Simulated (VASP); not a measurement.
# Ru (P6_3/mmc) in VASP: further runs, part 2 of 2

VASP 6.6.1. The steps go on from the part before.

## (5) Single point, PBE, collinear spin, ferromagnetic start (12.12 Å³/atom)

This run uses another cell than the first one, of 12.12 Å³/atom.

INCAR

```
SYSTEM = Ru
  PREC = Accurate
  ENCUT = 520
  EDIFF = 1E-6
  ISMEAR = -1
  SIGMA = 0.05
  LREAL = .FALSE.
  LASPH = .TRUE.
  NELM = 150
  ALGO = Normal
  ISIF = 2
  LWAVE = .FALSE.
  LCHARG = .FALSE.
  ISPIN = 2
  MAGMOM = 1 1
  LORBIT = 11
  LMAXMIX = 4
  GGA = PE
  NBANDS = 25
```

KPOINTS

```
regular mesh
0
G
  22 22 12
  0 0 0
```

POSCAR

```
Ru
1.0
    2.6102042371      0.0000000000      0.0000000000
   -1.3051021185      2.2605031784      0.0000000000
    0.0000000000      0.0000000000      4.1069446684
Ru
2
Direct
    0.3333333333      0.6666666667      0.2500000000
    0.6666666667      0.3333333333      0.7500000000
```

Potentials or basis: VASP PAW PBE potentials, release 64 (Ru_pv).

The run is started by

```
> cat potpaw_PBE.64/Ru_pv/POTCAR > POTCAR
> mpirun -np 1 vasp_std > vasp.out
```

OUTCAR:

```text
SYSTEM = Ru
   PREC = Accurate
   ENCUT = 520
   EDIFF = 1E-6
   ISMEAR = -1
   LREAL = .FALSE.
   LASPH = .TRUE.
   NELM = 150
   ISIF = 2
   ISPIN = 2
   LORBIT = 11
   GGA = PE

 ion  position               nearest neighbor table
   1  0.333  0.667  0.250-   2 2.55   2 2.55   2 2.55   2 2.55   2 2.55   2 2.55
   2  0.667  0.333  0.750-   1 2.55   1 2.55   1 2.55   1 2.55   1 2.55   1 2.55

  LATTYP: Found a hexagonal cell.
 ALAT       =     2.6102042371
 C/A-ratio  =     1.5734188957

  Lattice vectors:

 A1 = (   2.6102042371,   0.0000000000,   0.0000000000)
 A2 = (  -1.3051021185,   2.2605031784,   0.0000000000)
 A3 = (   0.0000000000,   0.0000000000,   4.1069446684)

Analysis of symmetry for initial positions (statically):
=====================================================================
 Subroutine PRICEL returns:
 Original cell was already a primitive cell.

 Routine SETGRP: Setting up the symmetry group for a
 hexagonal supercell.

 Subroutine GETGRP returns: Found 24 space group operations
 (whereof 12 operations were pure point group operations)
 out of a pool of 24 trial point group operations.

The static configuration has the point symmetry D_3d.
 The point group associated with its full space group is D_6h.

Analysis of symmetry for dynamics (positions and initial velocities):
=====================================================================
 Subroutine PRICEL returns:
 Original cell was already a primitive cell.

 Routine SETGRP: Setting up the symmetry group for a
 hexagonal supercell.

 Subroutine GETGRP returns: Found 24 space group operations
 (whereof 12 operations were pure point group operations)
 out of a pool of 24 trial point group operations.

The dynamic configuration has the point symmetry D_3d.
 The point group associated with its full space group is D_6h.

[... 153 lines left out ...]
 number of electron      28.0000004 magnetization       0.0001271

 Free energy of the ion-electron system (eV)
  ---------------------------------------------------
  ext. energy  EPLUGINS =         0.00000000
  ---------------------------------------------------
  free energy    TOTEN  =       -17.98093193 eV

  energy without entropy =      -17.97120456  energy(sigma->0) =      -17.97606824

 E-fermi :  15.0482     XC(G=0): -14.8383

 val. band max:       15.0400621084   @ k =   0.1818   0.1364   0.1667
 cond. band min:      15.0604716139   @ k =   0.3182   0.0455   0.2500
 fundamental gap:      0.0204095055
 Fermi energy:        15.0481863856

 spin component 1

 k-point     1 :       0.0000    0.0000    0.0000
  band No.  band energies     occupation
      1     -29.1334      1.00000
      2     -27.7819      1.00000
      3     -27.7819      1.00000
      4     -27.5342      1.00000
      5     -27.5342      1.00000
      6     -27.4633      1.00000
[... 661 lines left out ...]
     24      33.8959      0.00000
     25      34.3788      0.00000

 [... further k-points ...]

 spin component 2

 k-point     1 :       0.0000    0.0000    0.0000
  band No.  band energies     occupation
      1     -29.1333      1.00000
      2     -27.7818      1.00000
      3     -27.7818      1.00000
      4     -27.5341      1.00000
      5     -27.5341      1.00000
      6     -27.4632      1.00000
[... 661 lines left out ...]
     24      33.8960      0.00000
     25      34.3790      0.00000

 [... further k-points ...]

------------------------ aborting loop because EDIFF is reached ----------------------------------------

  FORCE on cell =-STRESS in cart. coord.  units (eV):
  Direction    XX          YY          ZZ          XY          YZ          ZX
  --------------------------------------------------------------------------------------
  -------------------------------------------------------------------------------------
  Total        7.9547003      7.9547003      8.7559290      0.0000000     -0.0000000      0.0000000
  in kB      525.9396845    525.9396845    578.9143975      0.0000000     -0.0000000      0.0000000
  external PRESSURE =     543.5979222 kB  Pullay stress =       0.0000000 kB

 VOLUME and BASIS-vectors are now :
 -----------------------------------------------------------------------------
  energy-cutoff  :      520.00
  volume of cell :       24.23
      direct lattice vectors                 reciprocal lattice vectors
     2.610204237  0.000000000  0.000000000     0.383111783  0.221189691  0.000000000
    -1.305102119  2.260503178  0.000000000     0.000000000  0.442379382  0.000000000
     0.000000000  0.000000000  4.106944668     0.000000000  0.000000000  0.243490010

 POSITION                                       TOTAL-FORCE (eV/Angst)
 -----------------------------------------------------------------------------------
     -0.00000      1.50700      1.02674        -0.000000      0.000000      0.000000
      1.30510      0.75350      3.08021         0.000000      0.000000      0.000000
 -----------------------------------------------------------------------------------
    total drift:                                0.000000     -0.000000      0.000000

  FREE ENERGIE OF THE ION-ELECTRON SYSTEM (eV)
  ---------------------------------------------------
  free  energy   TOTEN  =       -17.9809319274 eV

  energy  without entropy=      -17.9712045559  energy(sigma->0) =      -17.97606824

 total charge

# of ion       s       p       d       tot
------------------------------------------
    1        0.456   6.392   6.099  12.947
    2        0.456   6.392   6.099  12.947
--------------------------------------------------
tot          0.912  12.784  12.198  25.894

 magnetization (x)

# of ion       s       p       d       tot
------------------------------------------
    1       -0.000  -0.000  -0.000  -0.000
    2       -0.000  -0.000  -0.000  -0.000
--------------------------------------------------
tot         -0.000  -0.000  -0.000  -0.000
```

Wall time 3.2 min (1 thread of Intel Xeon Platinum 8488C (Sapphire Rapids), shared host); peak memory 0.38 GiB.

Results:

| Item | Value |
| --- | --- |
| Free energy | -17.9809 eV |
| Pressure | 54.4 GPa |
| Band gap on the k mesh | zero (filled and empty bands overlap) |
| Net moment | 0.00 μB per cell |
| Valence electrons inside the program's atomic spheres | Ru 12.95 |

Caveat: the cell stands under pressure; an empty level that is flat over the whole mesh can mark a ghost state of the potentials, or a narrow d or f band.

## (6) Single point, PBE, collinear spin, ferromagnetic start (13.77 Å³/atom)

INCAR

```
  PREC = Accurate
  ENCUT = 520
  EDIFF = 1E-6
  ISMEAR = -1
  SIGMA = 0.05
  LREAL = False
  LASPH = True
  NELM = 150
  ALGO = Normal
  ISIF = 2
  LWAVE = False
  LCHARG = True
  ISPIN = 2
  MAGMOM = 1 1
  LORBIT = 11
  LMAXMIX = 4
  GGA = PE
  LELF = True
  LVHAR = True
  NBANDS = 25
```

KPOINTS

```
Automatic mesh
0
Gamma
  22 22 12
```

POSCAR

```
Ru
1.0
    2.7238316772      0.0000000000      0.0000000000
   -1.3619158386      2.3589074281      0.0000000000
    0.0000000000      0.0000000000      4.2857282297
Ru
2
Direct
    0.3333333333      0.6666666667      0.2500000000
    0.6666666667      0.3333333333      0.7500000000
```

Potentials or basis: VASP PAW PBE potentials, release 64 (Ru_pv).

The run is started by

```
> cat potpaw_PBE.64/Ru_pv/POTCAR > POTCAR
> mpirun -np 1 vasp_std > vasp.out
```

It took 2.3 min on 1 thread of Intel Xeon 6975P-C (Granite Rapids), shared host; peak memory 0.4 GiB.

Results (log left out):

```yaml
Free_energy: -18.4777 eV
Pressure: -0.2 GPa
Band_gap_on_the_k_mesh: zero (filled and empty bands overlap)
Net_moment: 0.00 μB per cell
Valence_electrons_inside_the_program's_atomic_spheres: Ru 12.64
```

Stress tensor (GPa, compression positive):
```
-0.56  0.00  0.00
 0.00 -0.56  0.00
 0.00  0.00  0.59
```

Levels at points of the mesh, in eV from the Fermi level:
Spin up:
```
           k point  band 10  band 11  band 12  band 13  band 14  band 15  band 16  band 17  band 18  band 19
(0.00, 0.00, 0.00)    -2.55    -2.32    -1.87    -1.87    -1.41    -1.41     1.15     1.15     1.34    10.20
(0.50, 0.00, 0.00)    -3.00    -2.01    -1.79    -1.47     1.35     1.77     1.88     3.97     6.00    10.42
(0.00, 0.00, 0.50)    -2.73    -2.73    -2.73    -2.64    -2.64     0.53     0.53     0.53     0.53    10.43
(0.50, 0.00, 0.50)    -4.42    -1.06    -1.06     0.43     0.43     1.61     1.61     3.33     3.33    10.35
```
Spin down:
```
           k point  band 10  band 11  band 12  band 13  band 14  band 15  band 16  band 17  band 18  band 19
(0.00, 0.00, 0.00)    -2.55    -2.32    -1.87    -1.87    -1.41    -1.41     1.15     1.15     1.34    10.20
(0.50, 0.00, 0.00)    -3.00    -2.01    -1.79    -1.47     1.35     1.77     1.88     3.97     6.00    10.42
(0.00, 0.00, 0.50)    -2.73    -2.73    -2.73    -2.64    -2.64     0.53     0.53     0.53     0.53    10.43
(0.50, 0.00, 0.50)    -4.42    -1.06    -1.06     0.43     0.43     1.61     1.61     3.33     3.33    10.35
```

## (7) Single point, PBE

INCAR

```
SYSTEM = Ru
PREC = Accurate
ENCUT = 500
EDIFF = 1E-6
ISMEAR = -1
SIGMA = 0.1
LREAL = .FALSE.
LASPH = .TRUE.
NELM = 120
ALGO = Normal
ISIF = 2
LWAVE = .FALSE.
LCHARG = .FALSE.
GGA = PE
NBANDS = 21
GGA_COMPAT = .FALSE.
```

KPOINTS

```
regular mesh
0
G
  7 7 4
  0 0 0
```

POSCAR

```
Ru
1.0
    2.7235595773      0.0000000000      0.0000000000
   -1.3617797886      2.3586717827      0.0000000000
    0.0000000000      0.0000000000      4.2890849678
Ru
2
Direct
    0.3333333333      0.6666666667      0.2500000000
    0.6666666667      0.3333333333      0.7500000000
```

Potentials or basis: VASP PAW PBE potentials, release 64 (Ru_pv).

The run is started by

```
> cat potpaw_PBE.64/Ru_pv/POTCAR > POTCAR
> mpirun -np 1 vasp_std > vasp.out
```

OUTCAR:

```text
SYSTEM = Ru
   PREC = Accurate
   ENCUT = 500
   EDIFF = 1E-6
   ISMEAR = -1
   LREAL = .FALSE.
   LASPH = .TRUE.
   NELM = 120
   ISIF = 2
   GGA = PE

 ion  position               nearest neighbor table
   1  0.333  0.667  0.250-   2 2.66   2 2.66   2 2.66   2 2.66   2 2.66   2 2.66
   2  0.667  0.333  0.750-   1 2.66   1 2.66   1 2.66   1 2.66   1 2.66   1 2.66

  LATTYP: Found a hexagonal cell.
 ALAT       =     2.7235595773
 C/A-ratio  =     1.5748085717

  Lattice vectors:

 A1 = (   2.7235595773,   0.0000000000,   0.0000000000)
 A2 = (  -1.3617797886,   2.3586717827,   0.0000000000)
 A3 = (   0.0000000000,   0.0000000000,   4.2890849678)

Analysis of symmetry for initial positions (statically):
=====================================================================
 Subroutine PRICEL returns:
 Original cell was already a primitive cell.

 Routine SETGRP: Setting up the symmetry group for a
 hexagonal supercell.

 Subroutine GETGRP returns: Found 24 space group operations
 (whereof 12 operations were pure point group operations)
 out of a pool of 24 trial point group operations.

[... 158 lines left out ...]
  ---------------------------------------------------
  free energy    TOTEN  =       -18.45485616 eV

  energy without entropy =      -18.37013983  energy(sigma->0) =      -18.41249800

 E-fermi :  12.6169     XC(G=0): -14.0252

 val. band max:       12.6135963149   @ k =   0.2857   0.1429   0.0000
 cond. band min:      12.6242356137   @ k =   0.1429   0.1429   0.0000
 fundamental gap:      0.0106392988
 Fermi energy:        12.6169344164

 k-point     1 :       0.0000    0.0000    0.0000
  band No.  band energies     occupation
      1     -31.0296      2.00000
      2     -30.0933      2.00000
      3     -30.0933      2.00000
      4     -29.9278      2.00000
      5     -29.9260      2.00000
      6     -29.9260      2.00000
[... 565 lines left out ...]
     20      23.0601      0.00000
     21      24.3912      0.00000

------------------------ aborting loop because EDIFF is reached ----------------------------------------

  FORCE on cell =-STRESS in cart. coord.  units (eV):
  Direction    XX          YY          ZZ          XY          YZ          ZX
  --------------------------------------------------------------------------------------
  -------------------------------------------------------------------------------------
  Total        0.2760456      0.2760456     -0.2910552      0.0000000      0.0000000      0.0000000
  in kB       16.0517515     16.0517515    -16.9245421      0.0000000      0.0000000      0.0000000
  external PRESSURE =       5.0596536 kB  Pullay stress =       0.0000000 kB

 VOLUME and BASIS-vectors are now :
 -----------------------------------------------------------------------------
  energy-cutoff  :      500.00
  volume of cell :       27.55
      direct lattice vectors                 reciprocal lattice vectors
     2.723559577  0.000000000  0.000000000     0.367166560  0.211983712  0.000000000
    -1.361779789  2.358671783  0.000000000     0.000000000  0.423967424  0.000000000
     0.000000000  0.000000000  4.289084968     0.000000000  0.000000000  0.233149963

 POSITION                                       TOTAL-FORCE (eV/Angst)
 -----------------------------------------------------------------------------------
     -0.00000      1.57245      1.07227         0.000000     -0.000000      0.000000
      1.36178      0.78622      3.21681        -0.000000      0.000000      0.000000
 -----------------------------------------------------------------------------------
    total drift:                               -0.000000      0.000000     -0.000000

  FREE ENERGIE OF THE ION-ELECTRON SYSTEM (eV)
  ---------------------------------------------------
  free  energy   TOTEN  =       -18.4548561648 eV

  energy  without entropy=      -18.3701398292  energy(sigma->0) =      -18.41249800
```

Run time: 10 s. Hardware: 1 thread of Intel Xeon Platinum 8259CL at 2.50GHz (Skylake/Cascade Lake), shared host; peak memory 0.13 GiB.

What came out:

```
Free energy            : -18.4549 eV
Pressure               : 0.5 GPa
Band gap on the k mesh : zero (bands 14 and 15 overlap by 2.68 eV)
```

Levels at points of the mesh, in eV from the Fermi level:
| k point | band 11 | band 12 | band 13 | band 14 | band 15 | band 16 | band 17 | band 18 |
| --- | --- | --- | --- | --- | --- | --- | --- | --- |
| (0.00, 0.00, 0.00) | -2.36 | -1.87 | -1.87 | -1.43 | -1.43 | 1.12 | 1.12 | 1.28 |
| (0.00, 0.00, 0.50) | -2.73 | -2.73 | -2.69 | -2.69 | 0.50 | 0.50 | 0.50 | 0.50 |

Caveat: the k points lie up to 0.38 Å⁻¹ apart, too coarse for converged energies and pressures of a metal.

## (8) Summary

```tsv
task	spin	cell	k mesh	cutoff (eV)	smearing	gap on the mesh (eV)	pressure (GPa)	moment (μB)
single point	collinear, ferromagnetic start	a = 2.724, b = 2.724, c = 4.286 Å, angles 90.0, 90.0, 120.0°, 2 atoms	13 × 13 × 8	500	fermi-dirac 0.05 eV	none	-0.1	0.00
relaxation of cell and atoms	collinear, ferromagnetic start	relaxed from a = 2.704, b = 2.704, c = 4.282 Å, angles 90.0, 90.0, 120.0°, 2 atoms	13 × 13 × 8	600	fermi-dirac 0.05 eV	none	0.0	0.00
single point	collinear, ferromagnetic start	a = 2.687, b = 2.687, c = 4.228 Å, angles 90.0, 90.0, 120.0°, 2 atoms	22 × 22 × 12	520	fermi-dirac 0.05 eV	none	13.9	0.00
single point	collinear, ferromagnetic start	a = 2.610, b = 2.610, c = 4.107 Å, angles 90.0, 90.0, 120.0°, 2 atoms	22 × 22 × 12	520	fermi-dirac 0.05 eV	none	54.4	0.00
single point	collinear, ferromagnetic start	a = 2.724, b = 2.724, c = 4.286 Å, angles 90.0, 90.0, 120.0°, 2 atoms	22 × 22 × 12	520	fermi-dirac 0.05 eV	none	-0.2	0.00
single point	off	a = 2.724, b = 2.724, c = 4.289 Å, angles 90.0, 90.0, 120.0°, 2 atoms	7 × 7 × 4	500	fermi-dirac 0.1 eV	none	0.5	-
```

Alike in all rows: level PBE; potentials or basis VASP PAW PBE potentials, release 64 (Ru_pv).

Caveats: some runs use coarse meshes; the cell stands under pressure (at least some runs); an empty level that is flat over the whole mesh can mark a ghost state of the potentials, or a narrow d or f band (at least some runs).

Total energies depend on the potentials used, so only differences within one code and one set of settings carry meaning.
